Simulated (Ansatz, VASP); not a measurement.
# One calculation of Rh, two programs

File INCAR:

```
SYSTEM = Rh
PREC = Accurate
ENCUT = 520
EDIFF = 1E-6
ISMEAR = -1
SIGMA = 0.05
LREAL = .False.
LASPH = .True.
NELM = 150
ALGO = Normal
ISIF = 2
LWAVE = .False.
LCHARG = .False.
ISPIN = 2
MAGMOM = 1
LORBIT = 11
LMAXMIX = 4
GGA = RP
NBANDS = 18
```

File KPOINTS:

```
Automatic mesh
0
Gamma
  23 23 23
  0 0 0
```

The input POSCAR:

```
Rh
1.0
    0.0000000000      2.0012060897      2.0012060897
    2.0012060897      0.0000000000      2.0012060897
    2.0012060897      2.0012060897      0.0000000000
Rh
1
Direct
    0.0000000000      0.0000000000      0.0000000000
```

Input for Ansatz:

```yaml
crystal:
  lattice:
    - [0.0, 2.0012060897, 2.0012060897]
    - [2.0012060897, 0.0, 2.0012060897]
    - [2.0012060897, 2.0012060897, 0.0]
  atoms:
    - { symbol: Rh, position: [0.0, 0.0, 0.0], spin: 1.0 }
hamiltonian:
  xc: rpbe
  pseudopotentials:
    kind: paw
    azcp:
      Rh: "pseudopotentials/Rh.paw.azcp"
basis:
  ecutwfc: 420
  fft_grid_basis: typed
kpoints:
  mp_grid: { grid: [23, 23, 23], shift: [0, 0, 0] }
magnetization:
  spin_polarized: true
scf:
  occupations: { method: fermi_dirac, width: 0.05 }
output:
  stress: true
```

Alike in both runs: task single point; functional RPBE; k mesh 23 × 23 × 23; occupations fermi-dirac, width 0.05 eV; collinear spin.

|  | VASP | Ansatz |
| --- | --- | --- |
| version | VASP 6.6.1 | Ansatz 0.2.0 |
| potentials or method | VASP PAW PBE potentials, release 64 (Rh_pv), cutoff 520 eV | plane waves (420 eV) with PAW, scalar-relativistic |
| valence electrons in the cell | 15 | 17 |

Ansatz gave:

* pressure (GPa): -19.9
* net moment per atom (μB): 0.00

Task: What did VASP give for the same quantities?

Result: Pressure (GPa): -19.8; net moment per atom (μB): 0.00.

VASP's potentials were made for PBE, not for RPBE. The functional is the same, so the differences come from potentials, cutoffs and numerics. VASP's potentials hold 15 valence electrons a cell and Ansatz's 17, so a difference there can come from the potentials and not from the codes. Ansatz's warnings: seeded moment not kept.
